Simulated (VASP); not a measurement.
# C (P-1) in VASP: notebook

The runs below take C through single point, with r2SCAN.

Program: VASP 6.6.1. These are calculated values, not measurements. Logs are shortened: lines on timing, memory, paths and dates and some standing lists are left out, and cuts for length are marked.

**1. The cell of the first run**

The typed cell holds 4 atoms: a = 2.580 Å, b = 2.580 Å, c = 4.469 Å, α = 73.22°, β = 73.22°, γ = 60.00°.

**2. Single point, r2SCAN (atoms displaced along a vibrational mode, the cell strained)**

File POSCAR:

```
C
1.0
    0.0000000000     -1.8246190454     -1.8246190454
   -1.8246190454      0.0000000000     -1.8246190454
    1.8246190454      1.8246190454     -3.6492380909
C
4
Direct
    0.7374556964      0.7661712329      0.7499999949
    0.2625443036      0.2338287671      0.2500000051
    0.3624556964      0.3911712329      0.8749999949
    0.8875443036      0.8588287671      0.3750000051
```

File INCAR.step1:

```
SYSTEM = C
PREC = Accurate ; ENCUT = 520
ISMEAR = 0 ; SIGMA = 0.05
LREAL = .FALSE. ; LASPH = .TRUE.
NELM = 100 ; NBANDS = 16
GGA = PE ; ALGO = Normal
EDIFF = 1E-4 ; LWAVE = .TRUE.
LCHARG = .FALSE.
```

File INCAR.step2:

```
SYSTEM = C
PREC = Accurate ; ENCUT = 520
EDIFF = 1E-7 ; ISMEAR = 0
SIGMA = 0.05 ; LREAL = .FALSE.
LASPH = .TRUE. ; NELM = 100
ALGO = Normal ; ISIF = 2
LWAVE = .FALSE. ; LCHARG = .FALSE.
METAGGA = R2SCAN ; LMIXTAU = .TRUE.
NBANDS = 16 ; ISTART = 1
```

File KPOINTS:

```
Automatic mesh
0
G
  12 12 10
  0 0 0
```

Potentials or basis: VASP PAW PBE potentials, release 64 (C).

Launch:

```console
$ cat potpaw_PBE.64/C/POTCAR > POTCAR
$ cp INCAR.step1 INCAR
$ mpirun -np 1 vasp_std > vasp.out
$ cp INCAR.step2 INCAR
$ mpirun -np 1 vasp_std > vasp.out
```

OUTCAR:

```text
SYSTEM = C
   PREC = Accurate
   ENCUT = 520
   EDIFF = 1E-7
   ISMEAR = 0
   LREAL = .FALSE.
   LASPH = .TRUE.
   NELM = 100
   ISIF = 2
   METAGGA = R2SCAN
   ISTART = 1

 ion  position               nearest neighbor table
   1  0.737  0.766  0.750-   3 1.58   3 1.58   3 1.58   4 1.58
   2  0.263  0.234  0.250-   4 1.58   4 1.58   4 1.58   3 1.58
   3  0.362  0.391  0.875-   1 1.58   1 1.58   1 1.58   2 1.58
   4  0.888  0.859  0.375-   2 1.58   2 1.58   2 1.58   1 1.58

  LATTYP: Found a trigonal (rhomboedric) cell.
 ALAT       =     4.4693856362
 COS(alpha) =     0.8333333333

  Lattice vectors:

 A1 = (   1.8246190454,   3.6492380908,  -1.8246190455)
 A2 = (   3.6492380908,   1.8246190454,  -1.8246190455)
 A3 = (   1.8246190454,   1.8246190454,  -3.6492380909)

Analysis of symmetry for initial positions (statically):
=====================================================================
 Subroutine PRICEL returns:
 Original cell was already a primitive cell.

 Routine SETGRP: Setting up the symmetry group for a
 trigonal (rhombohedral) supercell.

 Subroutine GETGRP returns: Found  2 space group operations
 (whereof  1 operations were pure point group operations)
 out of a pool of 12 trial point group operations.

The static configuration has the point symmetry C_1 .
 The point group associated with its full space group is S_2 .

Analysis of symmetry for dynamics (positions and initial velocities):
=====================================================================
 Subroutine PRICEL returns:
 Original cell was already a primitive cell.

 Routine SETGRP: Setting up the symmetry group for a
 trigonal (rhombohedral) supercell.

 Subroutine GETGRP returns: Found  2 space group operations
 (whereof  1 operations were pure point group operations)
 out of a pool of 12 trial point group operations.

The dynamic configuration has the point symmetry C_1 .
 The point group associated with its full space group is S_2 .

 Subroutine INISYM returns: Found  2 space group operations
 (whereof  1 operations are pure point group operations),
 and found     1 'primitive' translations

----------------------------------------------------------------------------------------

                                     Primitive cell

  volume of cell :      24.2983

[... 113 lines left out ...]
   NELM   =    100;   NELMIN=  2; NELMDL=  0     # of ELM steps
   EDIFF  = 0.1E-06   stopping-criterion for ELM
   LREAL  =      F    real-space projection
   EDIFFG = 0.1E-05   stopping-criterion for IOM
   NSW    =      0    number of steps for IOM
   IBRION =     -1    ionic relax: 0-MD 1-quasi-New 2-CG
   NFREE  =      0    steps in history (QN), initial steepest desc. (CG)
   ISIF   =      2    stress and relaxation
   ISYM   =      2    0-nonsym 1-usesym 2-fastsym
   POTIM  = 0.5000    time-step for ionic-motion
   TEBEG  =    0.0;   TEEND  =   0.0 temperature during run
   PSTRESS=    0.0 pullay stress
   NELECT =      16.0000    total number of electrons
   NUPDOWN=      -1.0000    fix difference up-down
   EMIN   =  10.00;   EMAX   =-10.00  energy-range for DOS
   EFERMI =   0.00;   METHOD = LEGACY
   ISMEAR =     0;   SIGMA  =   0.05  broadening in eV -4-tet -1-fermi 0-gaus
   EFERMI_NEDOS =   21; number of points for ismear=-14 and -15
   IALGO  =     38    algorithm
   IMIX   =      4    mixing-type and parameters
     AMIX     =   0.40;   BMIX     =  1.00
     AMIX_MAG =   1.60;   BMIX_MAG =  1.00
  volume/ion in A,a.u.               =       6.07        40.99
  Fermi-wavevector in a.u.,A,eV,Ry     =   1.424260  2.691461 27.599645  2.028517
  Thomas-Fermi vector in A             =   2.544770
   LORBIT       =      0    0 simple, 1 ext, 2 COOP (PROOUT), +10 PAW based schemes
   METAGGA = R2SCAN    functional components
   LHFCALC =     F    Hartree Fock is set to
   AEXX    =    0.0000 exact exchange contribution
   IVDW    =     0    specifies the selected vdW correction
   LEPSILON=     F    determine dielectric tensor
   LRPA    =     F    only Hartree local field effects (RPA)
 non-spin polarized calculation
 Gauss-broadening in eV      SIGMA  =   0.05
  energy-cutoff  :      520.00
  volume of cell :       24.30
 maximum number of plane-waves:       674
   NGX =  9   NGY =  9   NGZ = 17

 number of electron      16.0000002 magnetization

 Free energy of the ion-electron system (eV)
  ---------------------------------------------------
  ext. energy  EPLUGINS =         0.00000000
  ---------------------------------------------------
  free energy    TOTEN  =       -39.12310779 eV

  energy without entropy =      -39.12310779  energy(sigma->0) =      -39.12310779

 E-fermi :   9.0334     XC(G=0): -13.8863

 val. band max:        8.7626947844   @ k =   0.0000   0.0000   0.0000
 cond. band min:      12.9442890666   @ k =   0.0000  -0.3333   0.3000
 fundamental gap:      4.1815942822
 Fermi energy:         9.0334163774

 k-point     1 :       0.0000    0.0000    0.0000
  band No.  band energies     occupation
      1     -13.0258      2.00000
      2      -7.4701      2.00000
      3      -4.5389      2.00000
      4       5.9522      2.00000
      5       5.9588      2.00000
      6       8.7093      2.00000
[... 433 lines left out ...]
      3      -1.9177      2.00000
      4       0.9624      2.00000
      5       2.2430      2.00000
      6       3.2321      2.00000
[... 8 lines left out ...]
     15      21.5565      0.00000
     16      23.4526      0.00000

 [... further k-points ...]

------------------------ aborting loop because EDIFF is reached ----------------------------------------

  FORCE on cell =-STRESS in cart. coord.  units (eV):
  Direction    XX          YY          ZZ          XY          YZ          ZX
  --------------------------------------------------------------------------------------
  -------------------------------------------------------------------------------------
  Total       -4.3256663     -4.2913817     -4.2437924      0.0309468      0.0005878     -0.0126583
  in kB     -285.2246067   -282.9639598   -279.8260282      2.0405641      0.0387592     -0.8346628
  external PRESSURE =    -282.6715316 kB  Pullay stress =       0.0000000 kB

 VOLUME and BASIS-vectors are now :
 -----------------------------------------------------------------------------
  energy-cutoff  :      520.00
  volume of cell :       24.30
      direct lattice vectors                 reciprocal lattice vectors
     0.000000000 -1.824619045 -1.824619045     0.137014902 -0.411044707 -0.137014902
    -1.824619045  0.000000000 -1.824619045    -0.411044707  0.137014902 -0.137014902
     1.824619045  1.824619045 -3.649238091     0.137014902  0.137014902 -0.137014902

 POSITION                                       TOTAL-FORCE (eV/Angst)
 -----------------------------------------------------------------------------------
     -0.02951      0.02289     -5.48047         0.394162     -0.305312      0.092307
      0.02951     -0.02289     -1.81800        -0.390824      0.303723     -0.083957
      0.88280      0.93520     -4.56817         0.390824     -0.303723      0.083957
     -0.88280     -0.93520     -4.55493        -0.394162      0.305312     -0.092307
 -----------------------------------------------------------------------------------
    total drift:                                0.000000     -0.000000     -0.000000

  FREE ENERGIE OF THE ION-ELECTRON SYSTEM (eV)
  ---------------------------------------------------
  free  energy   TOTEN  =       -39.1231077928 eV

  energy  without entropy=      -39.1231077928  energy(sigma->0) =      -39.12310779
```

OSZICAR.step1:

```text
N       E                     dE             d eps       ncg     rms          rms(c)
DAV:   1     0.202958895880E+02    0.20296E+02   -0.81854E+03 23224   0.964E+02
DAV:   2    -0.353739519562E+02   -0.55670E+02   -0.51489E+02 33816   0.182E+02
DAV:   3    -0.372338483782E+02   -0.18599E+01   -0.18544E+01 25896   0.288E+01
DAV:   4    -0.372410486811E+02   -0.72003E-02   -0.71996E-02 28336   0.226E+00
DAV:   5    -0.372410850815E+02   -0.36400E-04   -0.36400E-04 25496   0.141E-01    0.717E+00
DAV:   6    -0.364739590051E+02    0.76713E+00   -0.48348E-01 27272   0.427E+00    0.428E+00
DAV:   7    -0.362158859357E+02    0.25807E+00   -0.57224E-01 29016   0.483E+00    0.898E-01
DAV:   8    -0.362184333514E+02   -0.25474E-02   -0.11460E-02 26000   0.694E-01    0.574E-02
DAV:   9    -0.362185206969E+02   -0.87346E-04   -0.17079E-04 27824   0.965E-02
   1 F= -.36218521E+02 E0= -.36218521E+02  d E =-.207934E-11
```

It took 12 min on 1 thread of Intel Xeon 6975P-C (Granite Rapids), shared host; peak memory 0.29 GiB.

What came out:

```
Free energy            : -39.1231 eV
Pressure               : -28.3 GPa
Largest force          : 0.507 eV/Å
Band gap on the k mesh : 4.18 eV
```

Forces on the atoms (eV/Å):
```
C    0.394 -0.305  0.092
C   -0.391  0.304 -0.084
C    0.391 -0.304  0.084
C   -0.394  0.305 -0.092
```

Caveat: the cell differs from its parent crystal (atoms displaced along a vibrational mode, the cell strained); the cell stands under tension; the PAW data sets were made with another functional, which shifts forces and pressure a little. A k mesh can miss the band edges.

**3. Single point, r2SCAN (atoms displaced along a vibrational mode, the cell strained)**

File POSCAR:

```
C
1.0
    0.0000000000     -1.7578646901     -1.7578646901
   -1.7578646901      0.0000000000     -1.7578646901
    1.7578646901      1.7578646901     -3.5157293803
C
4
Direct
    0.7374556964      0.7661712329      0.7499999949
    0.2625443036      0.2338287671      0.2500000051
    0.3624556964      0.3911712329      0.8749999949
    0.8875443036      0.8588287671      0.3750000051
```

File INCAR.step1:

```
  PREC = Accurate
  ENCUT = 910
  ISMEAR = 0
  SIGMA = 0.05
  LREAL = False
  LASPH = True
  NELM = 120
  NBANDS = 16
  GGA = PE
  ALGO = Normal
  EDIFF = 1E-5
  LWAVE = True
  LCHARG = False
  GGA_COMPAT = False
```

File INCAR.step2:

```
  PREC = Accurate
  ENCUT = 910
  EDIFF = 1E-6
  ISMEAR = 0
  SIGMA = 0.05
  LREAL = False
  LASPH = True
  NELM = 120
  ALGO = Normal
  ISIF = 2
  LWAVE = False
  LCHARG = True
  METAGGA = R2SCAN
  LMIXTAU = True
  LELF = True
  LVHAR = True
  NBANDS = 16
  ISTART = 1
  GGA_COMPAT = False
```

File KPOINTS:

```
Automatic mesh
0
Gamma
  12 12 10
```

Potentials or basis: VASP PAW PBE potentials, release 64 (C_h).

Launch:

```console
$ cat potpaw_PBE.64/C_h/POTCAR > POTCAR
$ cp INCAR.step1 INCAR
$ mpirun -np 1 vasp_std > vasp.out
$ cp INCAR.step2 INCAR
$ mpirun -np 1 vasp_std > vasp.out
```

Run time: 8 min. Hardware: 1 thread of Intel Xeon 6975P-C (Granite Rapids), shared host; peak memory 0.49 GiB.

The run converged. Its results:

```
Free energy            : -39.3569 eV
Pressure               : 17.3 GPa
Largest force          : 0.521 eV/Å
Band gap on the k mesh : 4.48 eV
```

Forces on the atoms (eV/Å):
```
C    0.401 -0.317  0.098
C   -0.405  0.308 -0.082
C    0.405 -0.308  0.082
C   -0.401  0.317 -0.098
```

Stress tensor (GPa, compression positive):
```
16.96  0.15 -0.03
 0.15 17.22  0.06
-0.03  0.06 17.58
```

Levels at points of the mesh, in eV from the valence-band top:
| k point | band 4 | band 5 | band 6 | band 7 | band 8 | band 9 | band 10 | band 11 | band 12 | band 13 |
| --- | --- | --- | --- | --- | --- | --- | --- | --- | --- | --- |
| (0.00, 0.00, 0.00) | -3.10 | -3.09 | -0.06 | -0.04 | 0.00 | 5.97 | 5.99 | 5.99 | 9.07 | 9.08 |
| (0.50, 0.00, 0.00) | -11.76 | -7.40 | -7.35 | -5.39 | -5.37 | 6.49 | 6.54 | 11.92 | 12.75 | 13.89 |
| (0.00, 0.50, 0.00) | -11.75 | -7.40 | -7.33 | -5.40 | -5.38 | 6.48 | 6.54 | 11.83 | 12.89 | 13.92 |
| (0.50, 0.50, 0.00) | -13.90 | -6.94 | -6.92 | -3.14 | -3.08 | 5.08 | 5.15 | 9.06 | 9.09 | 9.71 |
| (0.00, 0.00, 0.50) | -7.22 | -2.04 | -2.04 | -1.86 | -1.86 | 8.08 | 8.15 | 8.45 | 8.57 | 9.07 |
| (0.50, 0.00, 0.50) | -13.90 | -6.93 | -6.93 | -3.13 | -3.08 | 5.05 | 5.12 | 9.05 | 9.12 | 9.72 |
| (0.00, 0.50, 0.50) | -13.89 | -6.94 | -6.92 | -3.11 | -3.08 | 5.03 | 5.10 | 9.07 | 9.11 | 9.73 |
| (0.50, 0.50, 0.50) | -11.76 | -7.39 | -7.38 | -5.37 | -5.37 | 6.52 | 6.53 | 12.18 | 12.42 | 13.95 |

Caveat: the cell differs from its parent crystal (atoms displaced along a vibrational mode, the cell strained); the cutoff is under 1.25 times the usual one of these potentials, so pressure, stress and relaxed cells hold a basis-set (Pulay) error; the cell stands under pressure; the PAW data sets were made with another functional, which shifts forces and pressure a little. A k mesh can miss the band edges.

**4. Single point, r2SCAN (atoms displaced along a vibrational mode, the cell strained)**

File POSCAR:

```
C
1.0
    0.0000000000     -1.7356132384     -1.7356132384
   -1.7356132384      0.0000000000     -1.7356132384
    1.7356132384      1.7356132384     -3.4712264767
C
4
Direct
    0.7374556964      0.7661712329      0.7499999949
    0.2625443036      0.2338287671      0.2500000051
    0.3624556964      0.3911712329      0.8749999949
    0.8875443036      0.8588287671      0.3750000051
```

File INCAR.step1:

```
SYSTEM = C
PREC = Accurate
ENCUT = 520
ISMEAR = 0
SIGMA = 0.05
LREAL = .False.
LASPH = .True.
NELM = 80
NBANDS = 16
GGA = PE
ALGO = Normal
EDIFF = 1E-4
LWAVE = .True.
LCHARG = .False.
```

File INCAR.step2:

```
SYSTEM = C
PREC = Accurate
ENCUT = 520
EDIFF = 1E-6
ISMEAR = 0
SIGMA = 0.05
LREAL = .False.
LASPH = .True.
NELM = 80
ALGO = Normal
ISIF = 2
LWAVE = .False.
LCHARG = .False.
METAGGA = R2SCAN
LMIXTAU = .True.
NBANDS = 16
ISTART = 1
```

File KPOINTS:

```
regular mesh
0
Gamma
  12 12 10
  0 0 0
```

Potentials or basis: VASP PAW PBE potentials, release 64 (C).

Launch:

```console
$ cat potpaw_PBE.64/C/POTCAR > POTCAR
$ cp INCAR.step1 INCAR
$ mpirun -np 1 vasp_std > vasp.out
$ cp INCAR.step2 INCAR
$ mpirun -np 1 vasp_std > vasp.out
```

OUTCAR:

```text
SYSTEM = C
   PREC = Accurate
   ENCUT = 520
   EDIFF = 1E-6
   ISMEAR = 0
   LREAL = .False.
   LASPH = .True.
   NELM = 80
   ISIF = 2
   METAGGA = R2SCAN
   ISTART = 1

 ion  position               nearest neighbor table
   1  0.737  0.766  0.750-   3 1.50   3 1.50   3 1.50   4 1.50
   2  0.263  0.234  0.250-   4 1.50   4 1.50   4 1.50   3 1.50
   3  0.362  0.391  0.875-   1 1.50   1 1.50   1 1.50   2 1.50
   4  0.888  0.859  0.375-   2 1.50   2 1.50   2 1.50   1 1.50
[... 679 lines left out ...]

  FORCE on cell =-STRESS in cart. coord.  units (eV):
  Direction    XX          YY          ZZ          XY          YZ          ZX
  --------------------------------------------------------------------------------------
  -------------------------------------------------------------------------------------
  Total        5.2746860      5.3091764      5.3569573      0.0144571      0.0122745      0.0010590
  in kB      404.0995268    406.7418730    410.4024211      1.1075754      0.9403628      0.0811317
  external PRESSURE =     407.0812736 kB  Pullay stress =       0.0000000 kB

 VOLUME and BASIS-vectors are now :
 -----------------------------------------------------------------------------
  energy-cutoff  :      520.00
  volume of cell :       20.91
      direct lattice vectors                 reciprocal lattice vectors
     0.000000000 -1.735613238 -1.735613238     0.144041307 -0.432123922 -0.144041307
    -1.735613238  0.000000000 -1.735613238    -0.432123922  0.144041307 -0.144041307
     1.735613238  1.735613238 -3.471226477     0.144041307  0.144041307 -0.144041307

 POSITION                                       TOTAL-FORCE (eV/Angst)
 -----------------------------------------------------------------------------------
     -0.02807      0.02177     -5.21313         0.396802     -0.317757      0.100050
      0.02807     -0.02177     -1.72932        -0.405037      0.304499     -0.079871
      0.83974      0.88958     -4.34533         0.405037     -0.304499      0.079871
     -0.83974     -0.88958     -4.33274        -0.396802      0.317757     -0.100050
 -----------------------------------------------------------------------------------
    total drift:                                0.000009      0.000007      0.000013

  FREE ENERGIE OF THE ION-ELECTRON SYSTEM (eV)
  ---------------------------------------------------
  free  energy   TOTEN  =       -39.0694616596 eV

  energy  without entropy=      -39.0694616596  energy(sigma->0) =      -39.06946166
```

OSZICAR.step1:

```text
N       E                     dE             d eps       ncg     rms          rms(c)
DAV:   1     0.205476772285E+02    0.20548E+02   -0.83822E+03 23248   0.980E+02
DAV:   2    -0.360054497302E+02   -0.56553E+02   -0.52454E+02 33488   0.191E+02
DAV:   3    -0.376921633746E+02   -0.16867E+01   -0.16823E+01 26264   0.281E+01
DAV:   4    -0.376974351485E+02   -0.52718E-02   -0.52714E-02 28184   0.198E+00
DAV:   5    -0.376974571864E+02   -0.22038E-04   -0.22038E-04 25496   0.112E-01    0.872E+00
DAV:   6    -0.364893107291E+02    0.12081E+01   -0.72471E-01 26688   0.554E+00    0.522E+00
DAV:   7    -0.360841813714E+02    0.40513E+00   -0.82688E-01 28760   0.614E+00    0.124E+00
DAV:   8    -0.360874836799E+02   -0.33023E-02   -0.16878E-02 25408   0.877E-01    0.615E-02
DAV:   9    -0.360875435937E+02   -0.59914E-04   -0.14668E-04 25624   0.938E-02
   1 F= -.36087544E+02 E0= -.36087544E+02  d E =-.172568E-21
```

Run time: 8.1 min. Hardware: 1 thread of Oxide Virtual Turin-like, shared host; peak memory 0.23 GiB.

Results:

```
Free energy            : -39.0695 eV
Pressure               : 40.7 GPa
Largest force          : 0.518 eV/Å
Band gap on the k mesh : 4.54 eV
```

Forces in eV/Å, atoms in the order of the input:
```
C    0.397 -0.318  0.100
C   -0.405  0.304 -0.080
C    0.405 -0.304  0.080
C   -0.397  0.318 -0.100
```

Caveat: the cell differs from its parent crystal (atoms displaced along a vibrational mode, the cell strained); the cell stands under pressure; the PAW data sets were made with another functional, which shifts forces and pressure a little. A k mesh can miss the band edges.

**5. Overview**

```tsv
potentials or basis	cell	cutoff (eV)	gap on the mesh (eV)	pressure (GPa)	largest force (eV/Å)
VASP PAW PBE potentials, release 64 (C)	a = 2.580, b = 2.580, c = 4.469 Å, angles 73.2, 73.2, 60.0°, 4 atoms	520	4.18	-28.3	0.51
VASP PAW PBE potentials, release 64 (C_h)	a = 2.486, b = 2.486, c = 4.306 Å, angles 73.2, 73.2, 60.0°, 4 atoms	910	4.48	17.3	0.52
VASP PAW PBE potentials, release 64 (C)	a = 2.455, b = 2.455, c = 4.251 Å, angles 73.2, 73.2, 60.0°, 4 atoms	520	4.54	40.7	0.52
```

Alike in all rows: task single point; level r2SCAN; no spin polarisation; k mesh 12 × 12 × 10; smearing gaussian 0.05 eV.

Caveats: the PAW data sets were made with another functional, which shifts forces and pressure a little; the cell stands under pressure (at least some runs); the cell stands under tension (at least some runs); the cutoff is under 1.25 times the usual one of these potentials, so pressure, stress and relaxed cells hold a basis-set (Pulay) error (at least some runs).

Total energies depend on the potentials used, so only differences within one code and one set of settings carry meaning.
